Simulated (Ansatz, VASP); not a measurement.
# One calculation of MgC2, two programs

Contents of INCAR:

```
SYSTEM = MgC2
PREC = Accurate ; ENCUT = 600
EDIFF = 1E-6 ; ISMEAR = -1
SIGMA = 0.05 ; LREAL = .False.
LASPH = .True. ; NELM = 100
ALGO = Normal ; ISIF = 3
LWAVE = .False. ; LCHARG = .False.
IBRION = 2 ; NSW = 60
EDIFFG = -0.01
```

KPOINTS

```
Automatic mesh
0
Gamma
  5 5 5
  0 0 0
```

File POSCAR:

```
MgC2
1.0
    3.9507770000      0.0000000000      0.0000000000
    0.0000000000      3.9507770000      0.0000000000
    0.0000000000      0.0000000000      4.9870890000
Mg C
2 4
Direct
    0.0000000000      0.0000000000      0.5000000000
    0.5000000000      0.5000000000      0.0000000000
    0.3876550000      0.6123450000      0.5000000000
    0.1123450000      0.1123450000      0.0000000000
    0.6123450000      0.3876550000      0.5000000000
    0.8876550000      0.8876550000      0.0000000000
```

input.yaml

```yaml
crystal:
  lattice:
    - [3.950777, 0.0, 0.0]
    - [0.0, 3.950777, 0.0]
    - [0.0, 0.0, 4.987089]
  atoms:
    - { symbol: Mg, position: [0.0, 0.0, 0.5] }
    - { symbol: Mg, position: [0.5, 0.5, 0.0] }
    - { symbol: C, position: [0.387655, 0.612345, 0.5] }
    - { symbol: C, position: [0.112345, 0.112345, 0.0] }
    - { symbol: C, position: [0.612345, 0.387655, 0.5] }
    - { symbol: C, position: [0.887655, 0.887655, 0.0] }
hamiltonian:
  xc: lda
  pseudopotentials: { kind: paw }
kpoints:
  mp_grid: { grid: [5, 5, 5] }
scf:
  occupations: { method: fermi_dirac, width: 0.05 }
output:
  forces: true
  stress: true
  eigenvalues: true
relax:
  f_tol: 0.01
  max_steps: 40
  cell: { stress_tol: 0.05 }
```

Alike in both runs: task relaxation of cell and atoms; functional LDA; k mesh 5 × 5 × 5; occupations fermi-dirac, width 0.05 eV; no spin polarisation.

```csv
,VASP,Ansatz
version,VASP 6.6.1,Ansatz 0.2.0
potentials or method,"VASP PAW LDA potentials, release 64 (Mg, C)",Ansatz PAW
plane-wave cutoff (eV),600,420
valence electrons in the cell,20,36
```

Ansatz gave:

```
gap on the k mesh at the Fermi level, each at its own relaxed structure (eV) : 2.34
relaxed volume (Å³/atom)                                                     : 12.17
relaxed cell length with the largest relative difference (Å)                 : 4.841
```

Q: Which values does VASP return?

A: gap on the k mesh at the Fermi level, each at its own relaxed structure (eV): 2.29; relaxed volume (Å³/atom): 12.07; relaxed cell length with the largest relative difference (Å): 4.817.

LDA's correlation is that of Perdew and Zunger in VASP and of Perdew and Wang (1992) in Ansatz. VASP's potentials hold 20 valence electrons a cell and Ansatz's 36, so a difference there can come from the potentials and not from the codes.

Noted on Ansatz's run: odd divisions of the mesh miss points on the zone boundary, where band edges often lie, so the gap on the mesh can be too wide; the plane-wave basis is chosen anew once the cell has moved, so the energies of steps on either side of that aren't comparable.
